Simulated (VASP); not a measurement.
Wanted: the native input for a VASP 6.6.1 run.

```yaml
Task: single point
Functional: PBE
Potentials_or_basis: VASP PAW PBE potentials, release 64 (Pr_3, Br), 4f in core
Cutoff: 500 eV
k_mesh: 4 × 4 × 4
Occupations: gaussian, width 0.1 eV
Spin: no spin polarisation
Dipole_correction: no
Mended: yes
Further_INCAR_settings: ALGO = Normal; EDIFF = 1e-06; NBANDS = 32
```

The structure of Pr3Br2 lies in POSCAR:

```
Pr3Br2
1.0
    5.6503111676      0.0000000000      0.0000000000
    0.0000000000      5.6503111676      0.0000000000
    0.0000000000      0.0000000000      5.6503111676
Pr Br
3 2
Direct
    0.0000000000      0.5000000000      0.5000000000
    0.5000000000      0.0000000000      0.5000000000
    0.5000000000      0.5000000000      0.0000000000
    0.0000000000      0.0000000000      0.0000000000
    0.5000000000      0.5000000000      0.5000000000
```

The cell was built from a structure type or drawn by symmetry, and may not be a known phase.

These files were run (other wordings do the same):

INCAR

```
ALGO = Normal
EDIFF = 1E-6
ENCUT = 500
GGA = PE
GGA_COMPAT = False
ISIF = 2
ISMEAR = 0
LASPH = True
LCHARG = False
LMAXMIX = 6
LREAL = False
LWAVE = False
NBANDS = 32
NELM = 200
PREC = Accurate
SIGMA = 0.1
```

KPOINTS

```
k-points
0
Gamma
  4 4 4
```

Potentials or basis: VASP PAW PBE potentials, release 64 (Pr_3, Br), 4f in core.

Launch:

```sh
$ cat potpaw_PBE.64/Pr_3/POTCAR potpaw_PBE.64/Br/POTCAR > POTCAR
$ mpirun -np 1 vasp_std > vasp.out
```

Results of the run:

The pressure is 0.2 GPa and the band gap on the k mesh is zero (an odd number of electrons rules out a gap without spin polarisation).

Caveat: spin-orbit coupling is left out, which moves the levels of the heavy elements; the 4f electrons are frozen in the core, so they carry no moment and show no levels; an odd number of electrons without spin polarisation forces a metal; a magnetic or distorted state may lie lower; the run has no spin polarisation, though such a crystal can be magnetic.

Wall time 62 s on 1 thread of Intel(R) Xeon(R) Platinum 8488C (Sapphire Rapids), on a shared host, peak memory 0.27 GiB.
